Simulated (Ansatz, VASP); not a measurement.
HfN in VASP and in Ansatz

The input INCAR:

```
PREC = Accurate
ENCUT = 520
EDIFF = 1E-6
ISMEAR = 0
SIGMA = 0.15
LREAL = False
LASPH = True
NELM = 80
ALGO = Normal
ISIF = 2
LWAVE = False
LCHARG = False
GGA = PE
NBANDS = 14
```

The input KPOINTS:

```
regular mesh
0
Gamma
  20 20 20
```

Contents of POSCAR:

```
HfN
1.0
    0.2834400519      2.4092404411      2.4092404411
    2.4092404411      0.2834400519      2.4092404411
    2.4092404411      2.4092404411      0.2834400519
Hf N
1 1
Direct
    0.0000000000      0.0000000000      0.0000000000
    0.5000000000      0.5000000000      0.5000000000
```

Input for Ansatz:

```yaml
crystal:
  lattice:
    - [0.2834400519, 2.4092404411, 2.4092404411]
    - [2.4092404411, 0.2834400519, 2.4092404411]
    - [2.4092404411, 2.4092404411, 0.2834400519]
  atoms:
    - { symbol: Hf, position: [0.0, 0.0, 0.0] }
    - { symbol: "N", position: [0.5, 0.5, 0.5] }
basis:
  ecutwfc: 420
kpoints:
  mp_grid: { grid: [20, 20, 20] }
hamiltonian:
  xc: pbe
scf:
  occupations: { method: gaussian, width: 0.15 }
output:
  forces: true
  stress: true
  eigenvalues: true
```

Alike in both runs: task single point; functional PBE; k mesh 20 × 20 × 20; occupations gaussian, width 0.15 eV; no spin polarisation.

|  | VASP | Ansatz |
| --- | --- | --- |
| version | VASP 6.6.1 | Ansatz 0.2.0 |
| potentials or method | VASP PAW PBE potentials, release 64 (Hf_pv, N), cutoff 520 eV | scalar-relativistic, plane waves, PAW |
| valence electrons in the cell | 15 | 31 |

```csv
,VASP,Ansatz,Ansatz less VASP
gap on the k mesh at the Fermi level (eV),none,none,-
pressure (GPa),4.7,7.0,+2.34
"traceless stress, the component that is largest in VASP (GPa)",-18.11,-17.86,+0.244
```

A gap of «none» marks a metal or a gap that the smearing closes. VASP's potentials hold 15 valence electrons a cell and Ansatz's 31, so a difference there can come from the potentials and not from the codes.

Neither program's run includes spin-orbit coupling.
